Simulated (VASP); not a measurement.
Here is a VASP 6.6.1 calculation.

Contents of INCAR:

```
SYSTEM = Pd
  PREC = Accurate
  ENCUT = 520
  EDIFF = 1E-6
  ISMEAR = 0
  SIGMA = 0.15
  LREAL = .FALSE.
  LASPH = .TRUE.
  NELM = 100
  ALGO = Normal
  ISIF = 2
  LWAVE = .FALSE.
  LCHARG = .FALSE.
  GGA = PS
  NBANDS = 11
```

KPOINTS

```
regular mesh
0
G
  22 22 22
  0 0 0
```

Contents of POSCAR:

```
Pd
1.0
   -1.4936669500      1.4936669500      1.6508950500
    1.4936669500     -1.4936669500      1.6508950500
    1.4936669500      1.4936669500     -1.6508950500
Pd
1
Direct
    0.0000000000      0.0000000000      0.0000000000
```

Potentials or basis: VASP PAW PBE potentials, release 64 (Pd).

The run is started by

```console
$ cat potpaw_PBE.64/Pd/POTCAR > POTCAR
$ mpirun -np 1 vasp_std > vasp.out
```

What does it give for the pressure?

-1.4 GPa.

What does it give for the band gap on the k mesh?

Zero (band 5 reaches 10.31 eV, above the bottom of band 6 at 8.73 eV).

Stress tensor (GPa, compression positive):
```
-2.55  0.00  0.00
 0.00 -2.55  0.00
 0.00  0.00  0.87
```

Caveat: the cell differs from its parent crystal (strain -0.050 along x and y, +0.050 along z); the PAW data sets were made with another functional, which shifts forces and pressure a little.
